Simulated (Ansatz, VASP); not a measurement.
Two plane-wave programs on W

Contents of INCAR:

```
SYSTEM = W
ALGO = Normal
EDIFF = 1E-6
EDIFFG = -0.04
ENCUT = 600
GGA = PE
IBRION = 2
ISIF = 3
ISMEAR = 0
LASPH = .TRUE.
LCHARG = .FALSE.
LREAL = .FALSE.
LWAVE = .FALSE.
NELM = 100
NSW = 90
PREC = Accurate
SIGMA = 0.1
```

Contents of KPOINTS:

```
k-points
0
G
  6 6 4
  0 0 0
```

File POSCAR:

```
W
1.0
    2.9134635405      0.0000000000      0.0000000000
   -1.4567317703      2.5231334391      0.0000000000
    0.0000000000      0.0000000000      4.7287056219
W
2
Direct
    0.3333333333      0.6666666667      0.2500000000
    0.6666666667      0.3333333333      0.7500000000
```

Input for Ansatz:

```yaml
crystal:
  lattice:
    - [2.9134635405, 0.0, 0.0]
    - [-1.4567317703, 2.5231334391, 0.0]
    - [0.0, 0.0, 4.7287056219]
  atoms:
    - { symbol: W, position: [0.3333333333, 0.6666666667, 0.25] }
    - { symbol: W, position: [0.6666666667, 0.3333333333, 0.75] }
basis:
  ecutwfc: 420
kpoints:
  mp_grid: { grid: [6, 6, 4] }
hamiltonian:
  xc: pbe
scf:
  occupations: { method: gaussian, width: 0.1 }
  lower_state_search: "off"
output:
  forces: true
  stress: true
  eigenvalues: true
relax:
  adjacent_minimum: "off"
  f_tol: 0.04
  max_steps: 70
  cell: { stress_tol: 0.4 }
```

Alike in both runs: task relaxation of cell and atoms; functional PBE; k mesh 6 × 6 × 4; occupations gaussian, width 0.1 eV; no spin polarisation.

```csv
,VASP,Ansatz
version,VASP 6.6.1,Ansatz 0.2.0
potentials or method,"VASP PAW PBE potentials, release 64 (W_sv), cutoff 600 eV","scalar-relativistic, plane waves, PAW"
valence electrons in the cell,28,28
```

|  | VASP | Ansatz | Ansatz less VASP |
| --- | --- | --- | --- |
| gap on the k mesh at the Fermi level, each at its own relaxed structure (eV) | none | none | - |
| relaxed volume (Å³/atom) | 16.63 | 16.60 | -0.029 |
| relaxed cell length with the largest relative difference (Å) | 2.779 | 2.778 | -0.0017 |

A gap of «none» marks a metal or a gap that the smearing closes.

The k mesh is coarse, so the values compare programs but aren't converged. Spin-orbit coupling is off throughout.
